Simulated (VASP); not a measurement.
A run of VASP 6.6.1 is set up as follows.

Contents of INCAR:

```
SYSTEM = Ca
  PREC = Accurate
  ENCUT = 600
  EDIFF = 1E-6
  ISMEAR = 1
  SIGMA = 0.05
  LREAL = .FALSE.
  LASPH = .TRUE.
  NELM = 150
  ALGO = Normal
  ISIF = 3
  LWAVE = .FALSE.
  LCHARG = .FALSE.
  ISPIN = 2
  MAGMOM = 0.5
  LORBIT = 11
  GGA = PE
  IVDW = 12
  IBRION = 2
  NSW = 60
  EDIFFG = -0.01
```

The input KPOINTS:

```
regular mesh
0
G
  8 8 8
  0 0 0
```

The input POSCAR:

```
Ca
1.0
   -2.2400000000      2.2400000000      2.2400000000
    2.2400000000     -2.2400000000      2.2400000000
    2.2400000000      2.2400000000     -2.2400000000
Ca
1
Direct
    0.0000000000      0.0000000000      0.0000000000
```

Potentials or basis: VASP PAW PBE potentials, release 64 (Ca_sv).

Launch:

```console
$ cat potpaw_PBE.64/Ca_sv/POTCAR > POTCAR
$ mpirun -np 1 vasp_std > vasp.out
```

Predict the net moment.

0.08 μB per cell.

What does it give for the space group after relaxing (to 0.1 Å)?

Im-3m (No. 229).

Predict the dispersion energy per atom.

-0.243 eV.

Predict the relaxed cell.

a = 3.732 Å, b = 3.732 Å, c = 3.732 Å, α = 109.47°, β = 109.47°, γ = 109.47°.

The path:
```csv
step,energy change (eV),largest force (eV/Å),pressure (GPa),volume (Å³)
1,0.0000,0.0000,-1.69,44.96
2,-0.0233,0.0000,-0.75,41.94
3,-0.0279,0.0000,-0.05,40.13
4,-0.0279,0.0000,-0.01,40.00
```

Caveat: a moment this small can come from the mesh or the smearing.
